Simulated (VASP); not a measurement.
Wanted: the native input for a VASP 6.6.1 run.

```
Task                   : single point
Functional             : PBEsol
Potentials or basis    : VASP PAW PBE potentials, release 64 (Ba_sv, Te)
Cutoff                 : 520 eV
k mesh                 : 7 × 7 × 7
Occupations            : fermi-dirac, width 0.05 eV
Spin                   : no spin polarisation
Dipole correction      : no
Further INCAR settings : ALGO = Normal; EDIFF = 1e-06; NBANDS = 15
```

The structure of BaTe lies in POSCAR:

```
BaTe
1.0
    0.0000000000      3.4716440176      3.4716440176
    3.4716440176      0.0000000000      3.4716440176
    3.4716440176      3.4716440176      0.0000000000
Ba Te
1 1
Direct
    0.0000000000      0.0000000000      0.0000000000
    0.5000000000      0.5000000000      0.5000000000
```

These files were run (other wordings do the same):

INCAR

```
SYSTEM = BaTe
PREC = Accurate
ENCUT = 520
EDIFF = 1E-6
ISMEAR = -1
SIGMA = 0.05
LREAL = .FALSE.
LASPH = .TRUE.
NELM = 80
ALGO = Normal
ISIF = 2
LWAVE = .FALSE.
LCHARG = .FALSE.
GGA = PS
NBANDS = 15
```

KPOINTS

```
regular mesh
0
G
  7 7 7
  0 0 0
```

Potentials or basis: VASP PAW PBE potentials, release 64 (Ba_sv, Te).

Command:

```console
$ cat potpaw_PBE.64/Ba_sv/POTCAR potpaw_PBE.64/Te/POTCAR > POTCAR
$ mpirun -np 1 vasp_std > vasp.out
```

It gave:

```yaml
Pressure: 0.4 GPa
Band_gap_on_the_k_mesh: 1.42 eV (least direct gap 1.81 eV)
```

Caveat: the PAW data sets were made with another functional, which shifts forces and pressure a little; spin-orbit coupling is left out, which moves the levels of the heavy elements; an odd mesh through Γ misses points on the zone boundary, where band edges can lie.

Run time: 58 s on 1 thread of Intel Xeon 8259CL (shared host), peak memory 0.24 GiB.
